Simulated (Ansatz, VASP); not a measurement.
**Two plane-wave programs on GaSb3**

```
Ga Sb
1.0
     0.00000    3.71391    3.71391
     3.71391    0.00000    3.71391
     3.71391    3.71391    0.00000
Ga Sb
1 3
Direct
  0.00000 0.00000 0.00000
  0.50000 0.50000 0.50000
  0.25000 0.25000 0.25000
  0.75000 0.75000 0.75000
```

Alike in both runs: functional PBE; k mesh 5 × 5 × 5; occupations gaussian, width 0.2 eV; no spin polarisation.

Ansatz relaxed the structure, and its values are those at the end. VASP's run is a single point on that final structure, the one shown.

```csv
,VASP,Ansatz
version,VASP 6.6.1,Ansatz 0.2.0
potentials or method,"VASP PAW PBE potentials, release 64 (Ga_d, Sb), cutoff 500 eV","scalar-relativistic, plane waves, PAW"
valence electrons in the cell,28,58
```

|  | VASP | Ansatz | Ansatz less VASP |
| --- | --- | --- | --- |
| gap on the k mesh at the Fermi level (eV) | none | none | - |
| pressure (GPa) | 0.1 | 0.2 | +0.12 |

A gap of «none» marks a metal or a gap that the smearing closes. VASP's potentials hold 28 valence electrons a cell and Ansatz's 58, so a difference there can come from the potentials and not from the codes.

Spin-orbit coupling is off throughout.
